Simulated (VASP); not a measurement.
Set up this calculation in VASP 6.6.1, as the native input.

```yaml
Task: single point
Functional: r2SCAN
Potentials_or_basis: VASP PAW PBE potentials, release 64 (Rh_pv)
Cutoff: 520 eV
k_mesh: 12 × 12 × 7
Occupations: methfessel-paxton, width 0.1 eV
Spin: no spin polarisation
Dipole_correction: no
Further_INCAR_settings: ALGO = Normal; EDIFF = 1e-06; NBANDS = 22
```

Crystal: Rh.

```
CELL_PARAMETERS angstrom
2.80195 0.00000 0.00000
-1.40097 2.42656 0.00000
0.00000 0.00000 4.54357
ATOMIC_POSITIONS crystal
Rh 0.66667 0.33333 0.75000
Rh 0.33333 0.66667 0.25000
```

One way to write it, as run:

POSCAR

```
Rh
1.0
    2.8019450405      0.0000000000      0.0000000000
   -1.4009730333      2.4265553889      0.0000000000
    0.0000000000      0.0000000000      4.5435658021
Rh
2
Direct
    0.6666666667      0.3333333333      0.7500000000
    0.3333333333      0.6666666667      0.2500000000
```

INCAR.step1

```
SYSTEM = Rh
PREC = Accurate
ENCUT = 520
ISMEAR = 1
SIGMA = 0.1
LREAL = .FALSE.
LASPH = .TRUE.
NELM = 60
NBANDS = 22
GGA = PE
ALGO = Normal
EDIFF = 1E-4
LWAVE = .TRUE.
LCHARG = .FALSE.
```

INCAR.step2

```
SYSTEM = Rh
PREC = Accurate
ENCUT = 520
EDIFF = 1E-6
ISMEAR = 1
SIGMA = 0.1
LREAL = .FALSE.
LASPH = .TRUE.
NELM = 60
ALGO = Normal
ISIF = 2
LWAVE = .FALSE.
LCHARG = .FALSE.
METAGGA = R2SCAN
LMIXTAU = .TRUE.
NBANDS = 22
ISTART = 1
```

KPOINTS

```
regular mesh
0
G
  12 12 7
  0 0 0
```

Potentials or basis: VASP PAW PBE potentials, release 64 (Rh_pv).

The run is started by

```sh
$ cat potpaw_PBE.64/Rh_pv/POTCAR > POTCAR
$ cp INCAR.step1 INCAR
$ mpirun -np 1 vasp_std > vasp.out
$ cp INCAR.step2 INCAR
$ mpirun -np 1 vasp_std > vasp.out
```

It gave:

```yaml
Pressure: -23.3 GPa
Band_gap_on_the_k_mesh: zero (band 15 reaches 10.31 eV, above the bottom of band 16 at 8.29 eV)
```

Caveat: the PAW data sets were made with another functional, which shifts forces and pressure a little.

Wall time 110 s on 1 thread of Intel(R) Xeon(R) 6975P-C (Granite Rapids) (shared host), peak memory 0.18 GiB.
